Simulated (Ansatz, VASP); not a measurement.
ZnS in VASP and in Ansatz

File INCAR:

```
PREC     = Accurate       # precision mode
ENCUT    = 520            # plane-wave cutoff, eV
EDIFF    = 1E-6           # SCF threshold, eV
ISMEAR   = 0              # smearing method
SIGMA    = 0.05           # smearing width, eV
LREAL    = False          # projectors in reciprocal space
LASPH    = True           # aspherical terms in the spheres
NELM     = 80             # most SCF steps
ALGO     = Normal         # electronic algorithm
ISIF     = 2              # what is computed and relaxed
LWAVE    = False          # write WAVECAR
LCHARG   = True           # write CHGCAR
GGA      = PE             # functional
LELF     = True           # ELF
LVHAR    = True         
NBANDS   = 46             # bands
```

KPOINTS

```
Automatic mesh
0
Gamma
  8 8 2
```

File POSCAR:

```
ZnS
1.0
   -3.8467234434      0.0000000000      0.0000000000
   -1.9233617217     -3.3313602233      0.0000000000
    0.0000000000      0.0000000000     13.0902250239
Zn S
4 4
Direct
    0.0000000000      0.0000000000      0.6311839196
    0.0000000000      0.0000000000      0.1502821398
    0.3333333333      0.3333333333      0.8716099631
    0.6666666667      0.6666666667      0.3907081833
    0.0000000000      0.0000000000      0.8112713938
    0.0000000000      1.0000000000      0.3303696140
    0.3333333333      0.3333333333      0.0902512617
    0.6666666667      0.6666666667      0.5711530414
```

Input for Ansatz:

```yaml
crystal:
  lattice:
    - [-3.8467234434, 0.0, 0.0]
    - [-1.9233617217, -3.3313602233, 0.0]
    - [0.0, 0.0, 13.0902250239]
  atoms:
    - { symbol: Zn, position: [0.0, 0.0, 0.6311839196] }
    - { symbol: Zn, position: [0.0, 0.0, 0.1502821398] }
    - { symbol: Zn, position: [0.3333333333, 0.3333333333, 0.8716099631] }
    - { symbol: Zn, position: [0.6666666667, 0.6666666667, 0.3907081833] }
    - { symbol: S, position: [0.0, 0.0, 0.8112713938] }
    - { symbol: S, position: [0.0, 1.0, 0.330369614] }
    - { symbol: S, position: [0.3333333333, 0.3333333333, 0.0902512617] }
    - { symbol: S, position: [0.6666666667, 0.6666666667, 0.5711530414] }
basis:
  ecutwfc: 420
kpoints:
  mp_grid: { grid: [8, 8, 2] }
hamiltonian:
  xc: pbe
scf:
  occupations: { method: gaussian, width: 0.05 }
output:
  forces: true
  stress: true
  eigenvalues: true
```

Alike in both runs: task single point; functional PBE; k mesh 8 × 8 × 2; occupations gaussian, width 0.05 eV; no spin polarisation.

```csv
,VASP,Ansatz
version,VASP 6.6.1,Ansatz 0.2.0
potentials or method,"VASP PAW PBE potentials, release 64 (Zn, S), cutoff 520 eV","scalar-relativistic, plane waves, PAW"
valence electrons in the cell,72,72
```

Ansatz gave:

| Item | Value |
| --- | --- |
| gap on the k mesh at the Fermi level (eV) | 1.34 |
| least direct gap on the mesh (eV) | 1.34 |
| pressure (GPa) | -1.3 |
| traceless stress, the component that is largest in VASP (GPa) | -1.49 |
| rms of the force components (eV/Å) | 0.288 |

Question: What did VASP give for the same quantities?

Answer: gap on the k mesh at the Fermi level (eV): 1.34; least direct gap on the mesh (eV): 1.34; pressure (GPa): -1.1; traceless stress, the component that is largest in VASP (GPa): -1.51; rms of the force components (eV/Å): 0.292.

Atom by atom the forces differ by 0.004 eV/Å (rms over components). With one functional, cell and mesh, what is left measures potentials, basis and numerics.
